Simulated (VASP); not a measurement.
# C in VASP: a series of runs

The runs below take C through single point, relaxation of the atoms, with PBE+D3(BJ).

All numbers are computed with VASP 6.6.1; they aren't measurements. Logs are shortened: lines on timing, memory, paths and dates and some standing lists are left out, and cuts for length are marked.

## (1) The cell of the first run

The cell holds a slab with vacuum, 2 atoms: a = 2.564 Å, b = 2.564 Å, c = 28.000 Å, α = 90.00°, β = 90.00°, γ = 120.00°.

## (2) Single point, PBE+D3(BJ) (biaxial strain +0.040, then relaxed in part)

The input, INCAR:

```
SYSTEM = C
PREC = Accurate
ENCUT = 520
EDIFF = 1E-7
ISMEAR = 0
SIGMA = 0.1
LREAL = .False.
LASPH = .True.
NELM = 80
ALGO = Normal
ISIF = 2
LWAVE = .False.
LCHARG = .False.
LDIPOL = .True.
IDIPOL = 3
DIPOL = 0.5 0.5 0.500
GGA = PE
IVDW = 12
NBANDS = 11
```

The input, KPOINTS:

```
Automatic mesh
0
Gamma
  18 18 1
  0 0 0
```

The input, POSCAR:

```
C
1.0
    2.5644138166      0.0000000000      0.0000000000
   -1.2822069083      2.2208475110      0.0000000000
    0.0000000000      0.0000000000     28.0000000000
C
2
Direct
    0.3333333333      0.6666666667      0.5000000000
    0.6666666667      0.3333333333      0.5000000000
```

Potentials or basis: VASP PAW PBE potentials, release 64 (C).

The run is started by

```
> cat potpaw_PBE.64/C/POTCAR > POTCAR
> mpirun -np 1 vasp_std > vasp.out
```

OUTCAR:

```text
SYSTEM = C
   PREC = Accurate
   ENCUT = 520
   EDIFF = 1E-7
   ISMEAR = 0
   LREAL = .False.
   LASPH = .True.
   NELM = 80
   ISIF = 2
   GGA = PE
   IVDW = 12
 IVDW          = 12

 ion  position               nearest neighbor table
   1  0.333  0.667  0.500-   2 1.48   2 1.48   2 1.48
   2  0.667  0.333  0.500-   1 1.48   1 1.48   1 1.48

  LATTYP: Found a hexagonal cell.
 ALAT       =     2.5644138166
 C/A-ratio  =    10.9186745988

  Lattice vectors:

 A1 = (   2.5644138166,   0.0000000000,   0.0000000000)
 A2 = (  -1.2822069083,   2.2208475110,   0.0000000000)
 A3 = (   0.0000000000,   0.0000000000,  28.0000000000)

Analysis of symmetry for initial positions (statically):
=====================================================================
 Subroutine PRICEL returns:
 Original cell was already a primitive cell.

 Routine SETGRP: Setting up the symmetry group for a
 hexagonal supercell.

 Subroutine GETGRP returns: Found 24 space group operations
 (whereof 24 operations were pure point group operations)
 out of a pool of 24 trial point group operations.

The static configuration has the point symmetry D_6h.

Analysis of symmetry for dynamics (positions and initial velocities):
=====================================================================
 Subroutine PRICEL returns:
 Original cell was already a primitive cell.

 Routine SETGRP: Setting up the symmetry group for a
 hexagonal supercell.

 Subroutine GETGRP returns: Found 24 space group operations
 (whereof 24 operations were pure point group operations)
 out of a pool of 24 trial point group operations.

The dynamic configuration has the point symmetry D_6h.

 Subroutine INISYM returns: Found 24 space group operations
 (whereof 24 operations are pure point group operations),
 and found     1 'primitive' translations

----------------------------------------------------------------------------------------

                                     Primitive cell

  volume of cell :     159.4648

  direct lattice vectors                    reciprocal lattice vectors
     2.564413817  0.000000000  0.000000000     0.389952664  0.225139276  0.000000000
    -1.282206908  2.220847511  0.000000000     0.000000000  0.450278551  0.000000000
     0.000000000  0.000000000 28.000000000     0.000000000  0.000000000  0.035714286

  length of vectors
     2.564413817  2.564413817 28.000000000     0.450278551  0.450278551  0.035714286

  position of ions in fractional coordinates (direct lattice)
     0.333333333  0.666666667  0.500000000
     0.666666667  0.333333333  0.500000000

  ion indices of the primitive-cell ions
   primitive index   ion index
                 1           1
                 2           2

----------------------------------------------------------------------------------------

 KPOINTS: Automatic mesh

Automatic generation of k-mesh.
 Grid dimensions read from file:
 generate k-points for:   18   18    1

 Generating k-lattice:

  Cartesian coordinates                     Fractional coordinates (reciprocal lattice)
     0.021664037  0.012507738  0.000000000     0.055555556  0.000000000  0.000000000
     0.000000000  0.025015475  0.000000000     0.000000000  0.055555556  0.000000000
     0.000000000  0.000000000  0.035714286     0.000000000  0.000000000  1.000000000

  Length of vectors
     0.025015475  0.025015475  0.035714286

  Shift w.r.t. Gamma in fractional coordinates (k-lattice)
     0.000000000  0.000000000  0.000000000

 Subroutine IBZKPT returns following result:
 ===========================================

 Found     37 irreducible k-points:

 Following reciprocal coordinates:
            Coordinates               Weight
  0.000000  0.000000  0.000000      1.000000
  0.055556  0.000000  0.000000      6.000000
  0.111111  0.000000  0.000000      6.000000
  0.166667 -0.000000  0.000000      6.000000
  0.222222  0.000000  0.000000      6.000000
  0.277778  0.000000  0.000000      6.000000
[... 16 lines left out ...]
  0.333333  0.111111  0.000000     12.000000
  0.388889  0.111111  0.000000     12.000000
 [... further k-points ...]
   k-points           NKPTS =     37   k-points in BZ     NKDIM =     37   number of bands    NBANDS=     11
   number of dos      NEDOS =    301   number of ions     NIONS =      2
   total plane-waves  NPLWV =  84000
   dimension x,y,z NGX =    20 NGY =   20 NGZ =  210
   dimension x,y,z NGXF=    40 NGYF=   40 NGZF=  420
   ions per type =               2
   NGX,Y,Z   is equivalent  to a cutoff of  12.97, 12.97, 12.47 a.u.
   NGXF,Y,Z  is equivalent  to a cutoff of  25.93, 25.93, 24.94 a.u.
 SYSTEM =  C
   PREC   = accura    normal or accurate (medium, high low for compatibility)
   ISTART =      0    job   : 0-new  1-cont  2-samecut
   ICHARG =      2    charge: 1-file 2-atom 10-const
   ISPIN  =      1    spin polarized calculation?
   LNONCOLLINEAR =      F non collinear calculations
   LSORBIT =      F    spin-orbit coupling
   LASPH  =      T    aspherical Exc in radial PAW
   ENCUT  =  520.0 eV  38.22 Ry    6.18 a.u.   4.77  4.77 52.06*2*pi/ulx,y,z
   NELM   =     80;   NELMIN=  2; NELMDL= -5     # of ELM steps
   EDIFF  = 0.1E-06   stopping-criterion for ELM
   LREAL  =      F    real-space projection
   EDIFFG = 0.1E-05   stopping-criterion for IOM
   NSW    =      0    number of steps for IOM
   IBRION =     -1    ionic relax: 0-MD 1-quasi-New 2-CG
   NFREE  =      0    steps in history (QN), initial steepest desc. (CG)
   ISIF   =      2    stress and relaxation
   ISYM   =      2    0-nonsym 1-usesym 2-fastsym
   POTIM  = 0.5000    time-step for ionic-motion
   TEBEG  =    0.0;   TEEND  =   0.0 temperature during run
   PSTRESS=    0.0 pullay stress
   NELECT =       8.0000    total number of electrons
   NUPDOWN=      -1.0000    fix difference up-down
   EMIN   =  10.00;   EMAX   =-10.00  energy-range for DOS
   EFERMI =   0.00;   METHOD = LEGACY
   ISMEAR =     0;   SIGMA  =   0.10  broadening in eV -4-tet -1-fermi 0-gaus
   EFERMI_NEDOS =   21; number of points for ismear=-14 and -15
   IALGO  =     38    algorithm
   IMIX   =      4    mixing-type and parameters
     AMIX     =   0.40;   BMIX     =  1.00
     AMIX_MAG =   1.60;   BMIX_MAG =  1.00
  volume/ion in A,a.u.               =      79.73       538.06
  Fermi-wavevector in a.u.,A,eV,Ry     =   0.603786  1.140991  4.960110  0.364558
  Thomas-Fermi vector in A             =   1.656897
   LORBIT       =      0    0 simple, 1 ext, 2 COOP (PROOUT), +10 PAW based schemes
   GGA     = PE    functional components
   LHFCALC =     F    Hartree Fock is set to
   AEXX    =    0.0000 exact exchange contribution
   IVDW    =    12    specifies the selected vdW correction
   LEPSILON=     F    determine dielectric tensor
   LRPA    =     F    only Hartree local field effects (RPA)
 non-spin polarized calculation
 Gauss-broadening in eV      SIGMA  =   0.10
  energy-cutoff  :      520.00
  volume of cell :      159.46
 maximum number of plane-waves:      4324
 NGX is ok and might be reduce to    20
   NGX =  9   NGY =  9   NGZ =105

 dipolmoment           0.000000      0.000000      0.000000 electrons x Angstroem

 number of electron       8.0000000 magnetization

 dipolmoment           0.000000      0.000000     -0.000000 electrons x Angstroem

 Free energy of the ion-electron system (eV)
  ---------------------------------------------------
  ext. energy  EPLUGINS =         0.00000000
  ---------------------------------------------------
  free energy    TOTEN  =       -18.26271687 eV

  energy without entropy =      -18.26202034  energy(sigma->0) =      -18.26236860

 E-fermi :  -3.5357     XC(G=0):  -1.5288

 val. band max:       -3.5357077573   @ k =   0.3333   0.3333   0.0000
 cond. band min:      -3.5357077519   @ k =   0.3333   0.3333   0.0000
 fundamental gap:      0.0000000054
 Fermi energy:        -3.5357077552

 k-point     1 :       0.0000    0.0000    0.0000
  band No.  band energies     occupation
      1     -22.1344      2.00000
      2     -10.3930      2.00000
      3      -6.6072      2.00000
      4      -6.6072      2.00000
      5       0.0717      0.00000
      6       0.8181      0.00000
      7       1.0740      0.00000
      8       1.4590      0.00000
      9       1.7045      0.00000
     10       2.4656      0.00000
     11       2.8245      0.00000

 k-point     2 :       0.0556    0.0000    0.0000
  band No.  band energies     occupation
      1     -22.0664      2.00000
      2     -10.3139      2.00000
      3      -6.8944      2.00000
      4      -6.7450      2.00000
      5       0.1634      0.00000
      6       0.9108      0.00000
      7       1.1681      0.00000
      8       1.5525      0.00000
      9       1.7981      0.00000
     10       2.5588      0.00000
     11       2.9176      0.00000

 k-point     3 :       0.1111    0.0000    0.0000
  band No.  band energies     occupation
      1     -21.8629      2.00000
      2     -10.0775      2.00000
      3      -7.6780      2.00000
      4      -7.1125      2.00000
      5       0.4384      0.00000
      6       1.1886      0.00000
      7       1.4502      0.00000
      8       1.8330      0.00000
      9       2.0790      0.00000
     10       2.8379      0.00000
     11       3.1965      0.00000
[... 267 lines left out ...]
 k-point    23 :       0.3333    0.1111    0.0000
  band No.  band energies     occupation
      1     -18.7123      2.00000
      2     -14.0401      2.00000
      3     -10.1957      2.00000
      4      -6.6108      2.00000
      5      -0.5080      0.00000
      6       4.0493      0.00000
      7       4.8159      0.00000
      8       5.5739      0.00000
      9       5.9641      0.00000
     10       6.3029      0.00000
     11       6.5711      0.00000

 k-point    24 :       0.3889    0.1111    0.0000
  band No.  band energies     occupation
      1     -17.8224      2.00000
      2     -15.2082      2.00000
      3     -10.4029      2.00000
      4      -5.8148      2.00000
      5      -1.5475      0.00000
      6       3.9298      0.00000
      7       6.1484      0.00000
      8       6.8770      0.00000
      9       7.3739      0.00000
     10       7.6806      0.00000
     11       7.9685      0.00000

 [... further k-points ...]

------------------------ aborting loop because EDIFF is reached ----------------------------------------

 vacuum level on the upper side and lower side of the slab       (xc-potential included)        -0.009        -0.009

 Edisp (eV)   -0.16947

 E8    (eV) :    -0.0531

  FORCE on cell =-STRESS in cart. coord.  units (eV):
  Direction    XX          YY          ZZ          XY          YZ          ZX
  --------------------------------------------------------------------------------------
  -------------------------------------------------------------------------------------
  Total      -4.90534    -4.90534    -0.00952     0.00000     0.00000     0.00000
  in kB     -49.28498   -49.28498    -0.09567     0.00000     0.00000     0.00000
  external pressure =      -32.89 kB  Pullay stress =        0.00 kB

 VOLUME and BASIS-vectors are now :
 -----------------------------------------------------------------------------
  energy-cutoff  :      520.00
  volume of cell :      159.46
      direct lattice vectors                 reciprocal lattice vectors
     2.564413817  0.000000000  0.000000000     0.389952664  0.225139276  0.000000000
    -1.282206908  2.220847511  0.000000000     0.000000000  0.450278551  0.000000000
     0.000000000  0.000000000 28.000000000     0.000000000  0.000000000  0.035714286

 POSITION                                       TOTAL-FORCE (eV/Angst)
 -----------------------------------------------------------------------------------
     -0.00000      1.48057     14.00000         0.000000     -0.000000      0.000000
      1.28221      0.74028     14.00000        -0.000000      0.000000      0.000000
 -----------------------------------------------------------------------------------
    total drift:                               -0.000000      0.000000     -0.000000

  FREE ENERGIE OF THE ION-ELECTRON SYSTEM (eV)
  ---------------------------------------------------
  free  energy   TOTEN  =       -18.4321834653 eV

  energy  without entropy=      -18.4314869349  energy(sigma->0) =      -18.43183520

 vacuum level on the upper side and lower side of the slab         1.014         1.014
```

Run time: 3.4 min. Hardware: 1 thread of Intel Xeon 8259CL, shared host; peak memory 0.29 GiB.

Results:

```
Free energy                : -18.4322 eV
Band gap on the k mesh     : zero (filled and empty bands touch)
Dispersion energy per atom : -0.085 eV
```

Caveat: the cell differs from its parent crystal (biaxial strain +0.040, then relaxed in part).

(Part 1 of 2 ends here.)
